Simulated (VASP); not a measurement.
# AlGa2N2 (P4/mmm) in VASP: further runs

AlGa2N2 is run at these levels: PBE; tasks: single point.

All numbers are computed with VASP 6.6.1; they aren't measurements. Logs are shortened: lines on timing, memory, paths and dates and some standing lists are left out, and cuts for length are marked.

## Step 1: The cell of the first run

The structure is tetragonal, space group P4/mmm (No. 123). The conventional cell has a = 3.408 Å, b = 3.408 Å, c = 6.781 Å, α = 90.00°, β = 90.00°, γ = 90.00°. Within 2.6 Å of Al (site symmetry 4/mmm) lie 2 Ga at 1.98 Å. Ga (site symmetry 4mm) has 1 Al at 1.98 Å and 4 N at 2.21 Å within 2.6 Å. N (site symmetry mmm) has 4 Ga at 2.21 Å and 4 N at 2.41 Å within 2.9 Å.

The cell was generated, and may not be a known phase.

## Step 2: Single point, PBE

File INCAR:

```
SYSTEM = AlGa2N2
  PREC = Accurate
  ENCUT = 520
  EDIFF = 1E-6
  ISMEAR = 0
  SIGMA = 0.1
  LREAL = .False.
  LASPH = .True.
  NELM = 80
  ALGO = Normal
  ISIF = 2
  LWAVE = .False.
  LCHARG = .False.
  GGA = PE
  NBANDS = 28
```

File KPOINTS:

```
Automatic mesh
0
Gamma
  6 6 4
  0 0 0
```

File POSCAR:

```
AlGa2N2
1.0
    3.4076416400      0.0000000000      0.0000000000
    0.0000000000      3.4076416400      0.0000000000
    0.0000000000      0.0000000000      6.7809704700
Al Ga N
1 2 2
Direct
    0.5000000000      0.5000000000      0.0000000000
    0.5000000000      0.5000000000      0.7083414700
    0.5000000000      0.5000000000      0.2916585300
    0.0000000000      0.5000000000      0.5000000000
    0.5000000000      0.0000000000      0.5000000000
```

Potentials or basis: VASP PAW PBE potentials, release 64 (Al, Ga_d, N).

Command:

```bash
$ cat potpaw_PBE.64/Al/POTCAR potpaw_PBE.64/Ga_d/POTCAR potpaw_PBE.64/N/POTCAR > POTCAR
$ mpirun -np 1 vasp_std > vasp.out
```

OUTCAR:

```text
SYSTEM = AlGa2N2
   PREC = Accurate
   ENCUT = 520
   EDIFF = 1E-6
   ISMEAR = 0
   LREAL = .False.
   LASPH = .True.
   NELM = 80
   ISIF = 2
   GGA = PE

 ion  position               nearest neighbor table
   1  0.500  0.500  0.000-   2 1.98   3 1.98
   2  0.500  0.500  0.708-   1 1.98   4 2.21   5 2.21   5 2.21   4 2.21   3 2.83
   3  0.500  0.500  0.292-   1 1.98   4 2.21   5 2.21   5 2.21   4 2.21   2 2.83
   4  0.000  0.500  0.500-   2 2.21   3 2.21   2 2.21   3 2.21
   5  0.500  0.000  0.500-   2 2.21   3 2.21   2 2.21   3 2.21

  LATTYP: Found a simple tetragonal cell.
 ALAT       =     3.4076416400
 C/A-ratio  =     1.9899306284

  Lattice vectors:

 A1 = (   3.4076416400,   0.0000000000,   0.0000000000)
 A2 = (   0.0000000000,   3.4076416400,   0.0000000000)
 A3 = (   0.0000000000,   0.0000000000,   6.7809704700)

Analysis of symmetry for initial positions (statically):
=====================================================================
 Subroutine PRICEL returns:
 Original cell was already a primitive cell.

 Routine SETGRP: Setting up the symmetry group for a
 simple tetragonal supercell.

 Subroutine GETGRP returns: Found 16 space group operations
 (whereof 16 operations were pure point group operations)
 out of a pool of 16 trial point group operations.

The static configuration has the point symmetry D_4h.

Analysis of symmetry for dynamics (positions and initial velocities):
=====================================================================
 Subroutine PRICEL returns:
 Original cell was already a primitive cell.

 Routine SETGRP: Setting up the symmetry group for a
 simple tetragonal supercell.

 Subroutine GETGRP returns: Found 16 space group operations
 (whereof 16 operations were pure point group operations)
 out of a pool of 16 trial point group operations.

The dynamic configuration has the point symmetry D_4h.

 Subroutine INISYM returns: Found 16 space group operations
 (whereof 16 operations are pure point group operations),
 and found     1 'primitive' translations

----------------------------------------------------------------------------------------

                                     Primitive cell

  volume of cell :      78.7408

  direct lattice vectors                    reciprocal lattice vectors
     3.407641640  0.000000000  0.000000000     0.293458088  0.000000000  0.000000000
     0.000000000  3.407641640  0.000000000     0.000000000  0.293458088  0.000000000
     0.000000000  0.000000000  6.780970470     0.000000000  0.000000000  0.147471517

  length of vectors
     3.407641640  3.407641640  6.780970470     0.293458088  0.293458088  0.147471517

  position of ions in fractional coordinates (direct lattice)
     0.500000000  0.500000000  0.000000000
     0.500000000  0.500000000  0.708341470
     0.500000000  0.500000000  0.291658530
     0.000000000  0.500000000  0.500000000
     0.500000000  0.000000000  0.500000000

  ion indices of the primitive-cell ions
   primitive index   ion index
                 1           1
                 2           2
                 3           3
                 4           4
                 5           5

----------------------------------------------------------------------------------------

 KPOINTS: Automatic mesh

Automatic generation of k-mesh.
 Grid dimensions read from file:
 generate k-points for:    6    6    4

 Generating k-lattice:

  Cartesian coordinates                     Fractional coordinates (reciprocal lattice)
     0.048909681  0.000000000  0.000000000     0.166666667  0.000000000  0.000000000
     0.000000000  0.048909681  0.000000000     0.000000000  0.166666667  0.000000000
     0.000000000  0.000000000  0.036867879     0.000000000  0.000000000  0.250000000

  Length of vectors
     0.048909681  0.048909681  0.036867879

  Shift w.r.t. Gamma in fractional coordinates (k-lattice)
     0.000000000  0.000000000  0.000000000

 Subroutine IBZKPT returns following result:
 ===========================================

 Found     30 irreducible k-points:

[... 43 lines left out ...]

  energy without entropy =      -18.32414934  energy(sigma->0) =      -18.33206669

 E-fermi :   4.1591     XC(G=0): -10.1186

 val. band max:        4.1178709926   @ k =   0.3333   0.3333   0.2500
 cond. band min:       4.1737884381   @ k =   0.3333   0.0000   0.0000
 fundamental gap:      0.0559174455
 Fermi energy:         4.1590674092

 k-point     1 :       0.0000    0.0000    0.0000
  band No.  band energies     occupation
      1     -11.9819      2.00000
      2     -10.8843      2.00000
      3     -10.8169      2.00000
      4     -10.7747      2.00000
      5     -10.7747      2.00000
      6     -10.7645      2.00000
[... 20 lines left out ...]
     27      10.5312      0.00000
     28      11.1197      0.00000

 k-point     2 :       0.1667    0.0000    0.0000
  band No.  band energies     occupation
      1     -11.8169      2.00000
      2     -10.9428      2.00000
      3     -10.8325      2.00000
      4     -10.7722      2.00000
      5     -10.7596      2.00000
      6     -10.6587      2.00000
[... 20 lines left out ...]
     27      11.1970      0.00000
     28      13.3181      0.00000

 k-point     3 :       0.3333    0.0000    0.0000
  band No.  band energies     occupation
      1     -11.4695      2.00000
      2     -11.0460      2.00000
      3     -10.8230      2.00000
      4     -10.7672      2.00000
      5     -10.7521      2.00000
      6     -10.6822      2.00000
[... 20 lines left out ...]
     27      11.9900      0.00000
     28      12.2863      0.00000

 k-point     4 :       0.5000    0.0000    0.0000
  band No.  band energies     occupation
      1     -11.2616      2.00000
      2     -11.1444      2.00000
      3     -10.8170      2.00000
      4     -10.7646      2.00000
      5     -10.7491      2.00000
      6     -10.6940      2.00000
[... 578 lines left out ...]
     27      11.5023      0.00000
     28      12.3982      0.00000

 k-point    23 :       0.3333    0.0000    0.5000
  band No.  band energies     occupation
      1     -11.4518      2.00000
      2     -11.0111      2.00000
      3     -10.8113      2.00000
      4     -10.8096      2.00000
      5     -10.7667      2.00000
      6     -10.6866      2.00000
[... 20 lines left out ...]
     27      11.8959      0.00000
     28      12.5475      0.00000

 k-point    24 :       0.5000    0.0000    0.5000
  band No.  band energies     occupation
      1     -11.2595      2.00000
      2     -11.0926      2.00000
      3     -10.8060      2.00000
      4     -10.8053      2.00000
      5     -10.7642      2.00000
      6     -10.6998      2.00000
[... 20 lines left out ...]
     27      12.1645      0.00000
     28      13.0574      0.00000

 [... further k-points ...]

------------------------ aborting loop because EDIFF is reached ----------------------------------------

  FORCE on cell =-STRESS in cart. coord.  units (eV):
  Direction    XX          YY          ZZ          XY          YZ          ZX
  --------------------------------------------------------------------------------------
  -------------------------------------------------------------------------------------
  Total       -4.5033723     -4.5033723     26.8926903      0.0000000      0.0000000      0.0000000
  in kB      -91.6323346    -91.6323346    547.1988131      0.0000000      0.0000000      0.0000000
  external PRESSURE =     121.3113813 kB  Pullay stress =       0.0000000 kB

 VOLUME and BASIS-vectors are now :
 -----------------------------------------------------------------------------
  energy-cutoff  :      520.00
  volume of cell :       78.74
      direct lattice vectors                 reciprocal lattice vectors
     3.407641640  0.000000000  0.000000000     0.293458088  0.000000000  0.000000000
     0.000000000  3.407641640  0.000000000     0.000000000  0.293458088  0.000000000
     0.000000000  0.000000000  6.780970470     0.000000000  0.000000000  0.147471517

 POSITION                                       TOTAL-FORCE (eV/Angst)
 -----------------------------------------------------------------------------------
      1.70382      1.70382      0.00000        -0.000000      0.000000      0.000000
      1.70382      1.70382      4.80324        -0.000000     -0.000000     -8.991868
      1.70382      1.70382      1.97773         0.000000      0.000000      8.991868
      0.00000      1.70382      3.39049        -0.000000      0.000000      0.000000
      1.70382      0.00000      3.39049        -0.000000      0.000000      0.000000
 -----------------------------------------------------------------------------------
    total drift:                                0.000000      0.000000      0.000000

  FREE ENERGIE OF THE ION-ELECTRON SYSTEM (eV)
  ---------------------------------------------------
  free  energy   TOTEN  =       -18.3399840330 eV

  energy  without entropy=      -18.3241493430  energy(sigma->0) =      -18.33206669
```

Wall time 1.9 min (1 thread of AMD EPYC 7R13, shared host); peak memory 0.19 GiB.

Results:

```yaml
Free_energy: -18.3400 eV
Pressure: 12.1 GPa
Largest_force: 8.992 eV/Å
Band_gap_on_the_k_mesh: zero (an odd number of electrons rules out a gap without spin polarisation)
```

Forces on the atoms (eV/Å):
```
Al   0.000  0.000  0.000
Ga   0.000  0.000 -8.992
Ga   0.000  0.000  8.992
N    0.000  0.000  0.000
N    0.000  0.000  0.000
```

Caveat: the stress differs along the axes, from -9 to 55 GPa; forces of over 1 eV/Å act on the atoms, so gaps and moduli don't describe the material at rest.

## Step 3: Single point, PBE

This run uses another cell than the first one, of 16.54 Å³/atom.

File INCAR:

```
SYSTEM = AlGa2N2
  PREC = Accurate
  ENCUT = 520
  EDIFF = 1E-6
  ISMEAR = 0
  SIGMA = 0.1
  LREAL = .FALSE.
  LASPH = .TRUE.
  NELM = 80
  ALGO = Normal
  ISIF = 2
  LWAVE = .FALSE.
  LCHARG = .FALSE.
  GGA = PE
  NBANDS = 28
```

File KPOINTS:

```
Automatic mesh
0
G
  6 6 4
  0 0 0
```

File POSCAR:

```
AlGa2N2
1.0
    3.3136559206      0.0000000000      0.0000000000
    0.0000000000      3.3136559206      0.0000000000
    0.0000000000      0.0000000000      7.5318152874
Al Ga N
1 2 2
Direct
    0.5000000000      0.5000000000      0.0000000000
    0.5000000000      0.5000000000      0.6724606249
    0.5000000000      0.5000000000      0.3275393751
    0.0000000000      0.5000000000      0.5000000000
    0.5000000000      0.0000000000      0.5000000000
```

Potentials or basis: VASP PAW PBE potentials, release 64 (Al, Ga_d, N).

Command:

```bash
$ cat potpaw_PBE.64/Al/POTCAR potpaw_PBE.64/Ga_d/POTCAR potpaw_PBE.64/N/POTCAR > POTCAR
$ mpirun -np 1 vasp_std > vasp.out
```

It took 2.2 min on 1 thread of AMD EPYC 7R13, shared host; peak memory 0.2 GiB.

The run converged. Its results:

| Quantity | Value |
| --- | --- |
| Free energy | -21.4052 eV |
| Pressure | 0.2 GPa |
| Largest force | 0.078 eV/Å |
| Band gap on the k mesh | zero (an odd number of electrons rules out a gap without spin polarisation) |

Forces in eV/Å, atoms in the order of the input:
```
Al   0.000  0.000  0.000
Ga   0.000  0.000  0.078
Ga   0.000  0.000 -0.078
N    0.000  0.000  0.000
N    0.000  0.000  0.000
```

Levels at points of the mesh, in eV from the Fermi level:
| k point | band 16 | band 17 | band 18 | band 19 | band 20 | band 21 | band 22 | band 23 |
| --- | --- | --- | --- | --- | --- | --- | --- | --- |
| (0.00, 0.00, 0.00) | -4.55 | -2.15 | -0.79 | -0.69 | 1.27 | 1.27 | 4.68 | 5.48 |
| (0.50, 0.00, 0.00) | -3.84 | -3.10 | -2.07 | -1.13 | -1.12 | -0.92 | 2.04 | 2.95 |
| (0.50, 0.50, 0.00) | -3.87 | -3.16 | -2.91 | -0.14 | -0.14 | 1.54 | 2.68 | 3.44 |
| (0.00, 0.00, 0.50) | -4.54 | -4.54 | -0.79 | 1.27 | 1.27 | 2.08 | 3.41 | 4.83 |
| (0.50, 0.00, 0.50) | -3.28 | -3.10 | -2.57 | -1.32 | -1.29 | -1.13 | 1.36 | 2.95 |
| (0.50, 0.50, 0.50) | -3.93 | -3.93 | -1.42 | 0.36 | 0.36 | 1.54 | 1.73 | 2.68 |

## Step 4: Single point, PBE

This run uses another cell than the first one, of 16.64 Å³/atom.

File INCAR:

```
ALGO     = Normal         # electronic algorithm
EDIFF    = 1E-6           # SCF threshold, eV
ENCUT    = 520            # plane-wave cutoff, eV
GGA      = PE             # functional
ISIF     = 2              # what is computed and relaxed
ISMEAR   = 0              # smearing method
LASPH    = T              # aspherical terms in the spheres
LCHARG   = T              # write CHGCAR
LELF     = T              # ELF
LREAL    = F              # projectors in reciprocal space
LVHAR    = T            
LWAVE    = F              # write WAVECAR
NBANDS   = 28             # bands
NELM     = 100            # most SCF steps
PREC     = Accurate       # precision mode
SIGMA    = 0.1            # smearing width, eV
```

File KPOINTS:

```
k-points
0
Gamma
  12 12 6
```

File POSCAR:

```
AlGa2N2
1.0
    3.3245176136      0.0000000000      0.0000000000
    0.0000000000      3.3245176136      0.0000000000
    0.0000000000      0.0000000000      7.5266122578
Al Ga N
1 2 2
Direct
    0.5000000000      0.5000000000      0.0000000000
    0.5000000000      0.5000000000      0.6717823306
    0.5000000000      0.5000000000      0.3282176694
    0.0000000000      0.5000000000      0.5000000000
    0.5000000000      0.0000000000      0.5000000000
```

Command:

```bash
$ cat potpaw_PBE.64/Al/POTCAR potpaw_PBE.64/Ga_d/POTCAR potpaw_PBE.64/N/POTCAR > POTCAR
$ mpirun -np 1 vasp_std > vasp.out
```

Run time: 8 min. Hardware: 1 thread of AMD EPYC 7R13, shared host; peak memory 0.33 GiB.

Results (log left out):

- Free energy: -21.3980 eV
- Pressure: 0.2 GPa
- Largest force: 0.057 eV/Å
- Band gap on the k mesh: zero (an odd number of electrons rules out a gap without spin polarisation)

Forces in eV/Å, atoms in the order of the input:
```
Al   0.000  0.000  0.000
Ga   0.000  0.000  0.057
Ga   0.000  0.000 -0.057
N    0.000  0.000  0.000
N    0.000  0.000  0.000
```

Levels at points of the mesh, in eV from the Fermi level:
```
           k point  band 17  band 18  band 19  band 20  band 21  band 22
(0.00, 0.00, 0.00)    -2.16    -0.82    -0.73     1.21     1.21     4.56
(0.50, 0.00, 0.00)    -3.14    -2.12    -1.16    -1.15    -0.96     1.98
(0.50, 0.50, 0.00)    -3.25    -2.99    -0.22    -0.22     1.47     2.62
(0.00, 0.00, 0.50)    -4.57    -0.82     1.21     1.21     2.05     3.31
(0.50, 0.00, 0.50)    -3.14    -2.62    -1.38    -1.32    -1.15     1.34
(0.50, 0.50, 0.50)    -3.95    -1.50     0.29     0.29     1.47     1.65
```

## Step 5: Single point, PBE, collinear spin, ferromagnetic start

This run uses another cell than the first one, of 16.54 Å³/atom.

File INCAR:

```
ALGO = Normal ; EDIFF = 1E-7
ENCUT = 520 ; GGA = PE
ISIF = 2 ; ISMEAR = 0
ISPIN = 2 ; LASPH = True
LCHARG = False ; LORBIT = 11
LREAL = False ; LWAVE = False
MAGMOM = 0 0 0 1 1 ; NBANDS = 32
NELM = 150 ; PREC = Accurate
SIGMA = 0.1
```

File KPOINTS:

```
k-points
0
Gamma
  6 6 2
```

File POSCAR:

```
AlGa2N2
1.0
    3.3136559206      0.0000000000      0.0000000000
    0.0000000000      3.3136559206      0.0000000000
    0.0000000000      0.0000000000      7.5318152874
Al Ga N
1 2 2
Direct
    0.5000000000      0.5000000000      0.0000000000
    0.5000000000      0.5000000000      0.6724606249
    0.5000000000      0.5000000000      0.3275393751
    0.0000000000      0.5000000000      0.5000000000
    0.5000000000      0.0000000000      0.5000000000
```

Command:

```bash
$ cat potpaw_PBE.64/Al/POTCAR potpaw_PBE.64/Ga_d/POTCAR potpaw_PBE.64/N/POTCAR > POTCAR
$ mpirun -np 1 vasp_std > vasp.out
```

Wall time 3.9 min (1 thread of AMD EPYC 7R13, shared host); peak memory 0.24 GiB.

It converged, with:

* Free energy: -21.3788 eV
* Pressure: 0.7 GPa
* Largest force: 0.190 eV/Å
* Net moment: 0.00 μB per cell
* Valence electrons inside the program's atomic spheres: Al 0.76; Ga 11.64; N 3.55

Forces in eV/Å, atoms in the order of the input:
```
Al   0.000  0.000  0.000
Ga   0.000  0.000  0.190
Ga   0.000  0.000 -0.190
N    0.000  0.000  0.000
N    0.000  0.000  0.000
```

Stress tensor (GPa, compression positive):
```
0.11 0.00 0.00
0.00 0.11 0.00
0.00 0.00 1.93
```

Levels at points of the mesh, in eV from the Fermi level:
Spin up:
| k point | band 16 | band 17 | band 18 | band 19 | band 20 | band 21 | band 22 | band 23 |
| --- | --- | --- | --- | --- | --- | --- | --- | --- |
| (0.00, 0.00, 0.00) | -4.52 | -2.09 | -0.75 | -0.64 | 1.29 | 1.29 | 4.72 | 5.53 |
| (0.50, 0.00, 0.00) | -3.81 | -3.07 | -2.03 | -1.11 | -1.10 | -0.87 | 2.09 | 3.00 |
| (0.50, 0.50, 0.00) | -3.83 | -3.10 | -2.84 | -0.10 | -0.10 | 1.55 | 2.70 | 3.48 |
| (0.00, 0.00, 0.50) | -4.51 | -4.51 | -0.75 | 1.29 | 1.29 | 2.13 | 3.46 | 4.88 |
| (0.50, 0.00, 0.50) | -3.24 | -3.07 | -2.52 | -1.29 | -1.26 | -1.11 | 1.41 | 3.00 |
| (0.50, 0.50, 0.50) | -3.89 | -3.89 | -1.35 | 0.40 | 0.40 | 1.55 | 1.78 | 2.70 |
Spin down:
```
           k point  band 16  band 17  band 18  band 19  band 20  band 21  band 22  band 23
(0.00, 0.00, 0.00)    -4.52    -2.09    -0.75    -0.64     1.29     1.29     4.72     5.53
(0.50, 0.00, 0.00)    -3.81    -3.07    -2.03    -1.11    -1.10    -0.87     2.09     3.00
(0.50, 0.50, 0.00)    -3.83    -3.10    -2.84    -0.10    -0.10     1.55     2.70     3.48
(0.00, 0.00, 0.50)    -4.51    -4.51    -0.75     1.29     1.29     2.13     3.46     4.88
(0.50, 0.00, 0.50)    -3.24    -3.07    -2.52    -1.29    -1.26    -1.11     1.41     3.00
(0.50, 0.50, 0.50)    -3.89    -3.89    -1.35     0.40     0.40     1.55     1.78     2.70
```

Caveat: the k points lie up to 0.42 Å⁻¹ apart.

## Step 6: The runs side by side

| spin | cell | k mesh | gap on the mesh (eV) | pressure (GPa) | largest force (eV/Å) |
| --- | --- | --- | --- | --- | --- |
| off | a = 3.408, b = 3.408, c = 6.781 Å, 5 atoms, atomic positions A | 6 × 6 × 4 | none | 12.1 | 8.99 |
| off | a = 3.314, b = 3.314, c = 7.532 Å, 5 atoms, atomic positions B | 6 × 6 × 4 | none | 0.2 | 0.08 |
| off | a = 3.325, b = 3.325, c = 7.527 Å, 5 atoms, atomic positions C | 12 × 12 × 6 | none | 0.2 | 0.06 |
| collinear, ferromagnetic start | a = 3.314, b = 3.314, c = 7.532 Å, 5 atoms, atomic positions B | 6 × 6 × 2 | none | 0.7 | 0.19 |

Alike in all rows: task single point; level PBE; potentials or basis VASP PAW PBE potentials, release 64 (Al, Ga_d, N); cutoff (eV) 520; smearing gaussian 0.1 eV.

Caveats: some runs use coarse meshes; the stress differs along the axes, from -9 to 55 GPa (at least some runs); forces of over 1 eV/Å act on the atoms, so gaps and moduli don't describe the material at rest (at least some runs).

Absolute energies hang on the potentials; compare differences alone.

The gap in the log of VASP goes by the Fermi energy; the results here count the filled bands.